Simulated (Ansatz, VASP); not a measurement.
## CuO in VASP and in Ansatz

File INCAR:

```
SYSTEM = CuO
PREC = Accurate ; ENCUT = 820
EDIFF = 1E-6 ; ISMEAR = -1
SIGMA = 0.03 ; LREAL = .False.
LASPH = .True. ; NELM = 200
ALGO = Normal ; ISIF = 2
LWAVE = .False. ; LCHARG = .False.
ISPIN = 2 ; MAGMOM = 1.5 1.5 0 0
LORBIT = 11 ; LMAXMIX = 4
GGA = PE ; NBANDS = 37
GGA_COMPAT = .False.
```

KPOINTS

```
regular mesh
0
Gamma
  7 7 4
  0 0 0
```

Contents of POSCAR:

```
CuO
1.0
    2.3366000000     -1.7385000000      0.0000000000
    2.3366000000      1.7385000000      0.0000000000
   -0.7621600000      0.0000000000      5.0619400000
Cu O
2 2
Direct
    0.0000000000      0.5000000000      0.0000000000
    0.5000000000      0.0000000000      0.5000000000
    0.5483000000      0.4517000000      0.2500000000
    0.4517000000      0.5483000000      0.7500000000
```

Input for Ansatz:

```yaml
crystal:
  lattice:
    - [2.3366, -1.7385, 0.0]
    - [2.3366, 1.7385, 0.0]
    - [-0.76216, 0.0, 5.06194]
  atoms:
    - { symbol: Cu, position: [0.0, 0.5, 0.0], spin: 1.5 }
    - { symbol: Cu, position: [0.5, 0.0, 0.5], spin: 1.5 }
    - { symbol: O, position: [0.5483, 0.4517, 0.25] }
    - { symbol: O, position: [0.4517, 0.5483, 0.75] }
magnetization:
  spin_polarized: true
hamiltonian:
  xc: pbe
  pseudopotentials: { kind: paw }
basis:
  ecutwfc: 420
kpoints:
  mp_grid: { grid: [7, 7, 4] }
scf:
  occupations: { method: fermi_dirac, width: 0.03 }
  lower_state_search: "off"
output:
  forces: true
  stress: true
  write_density: true
  write_potential: true
  elf: true
  volumetric_format: npy
```

Change from the starting cell: parallel moments scaled by 1.5, plain SCF.

Alike in both runs: task single point; functional PBE; k mesh 7 × 7 × 4; occupations fermi-dirac, width 0.03 eV; collinear spin.

```csv
,VASP,Ansatz
version,VASP 6.6.1,Ansatz 0.2.0
potentials or method,"VASP PAW PBE potentials, release 64 (Cu_sv_GW, O), cutoff 820 eV","PAW, plane waves, scalar-relativistic"
valence electrons in the cell,50,50
```

Ansatz gave:

```
pressure (GPa)                                                : 7.1
traceless stress, the component that is largest in VASP (GPa) : -2.34
rms of the force components (eV/Å)                            : 0.066
net moment per atom (μB)                                      : 0.00
```

**Question.** What did VASP give for the same quantities?

**Answer.** Pressure (GPa): 6.4; traceless stress, the component that is largest in VASP (GPa): -2.34; rms of the force components (eV/Å): 0.070; net moment per atom (μB): 0.00.

Atom by atom the forces differ by 0.004 eV/Å (rms over components). Ansatz's warnings: seeded moment not kept.
